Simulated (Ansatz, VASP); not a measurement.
# Two plane-wave programs on YN

```
Y N
1.0
     0.00000    2.42847    2.46455
     2.42847    0.00000    2.46455
     2.42847    2.42847    0.00000
Y N
1 1
Cartesian
  0.0000 0.0000 0.0000
  2.4285 2.4285 2.4646
```

Change from the starting cell: strained cell.

Alike in both runs: functional PBE; k mesh 10 × 10 × 10; occupations gaussian, width 0.01 eV; no spin polarisation.

Ansatz relaxed the structure, and its values are those at the end. VASP's run is a single point on that final structure, the one shown.

|  | VASP | Ansatz |
| --- | --- | --- |
| version | VASP 6.6.1 | Ansatz 0.2.0 |
| potentials or method | VASP PAW PBE potentials, release 64 (Y_sv, N), cutoff 600 eV | scalar-relativistic, plane waves, PAW |
| valence electrons in the cell | 16 | 16 |

Ansatz gave:

* gap on the k mesh at the Fermi level (eV): 0.15
* least direct gap on the mesh (eV): 0.54
* pressure (GPa): 2.6

What did VASP give for the same quantities?

gap on the k mesh at the Fermi level (eV): 0.15; least direct gap on the mesh (eV): 0.53; pressure (GPa): 2.4.

The functional is the same, so the differences come from potentials, cutoffs and numerics. Ansatz's warnings: stress scf threshold loose.
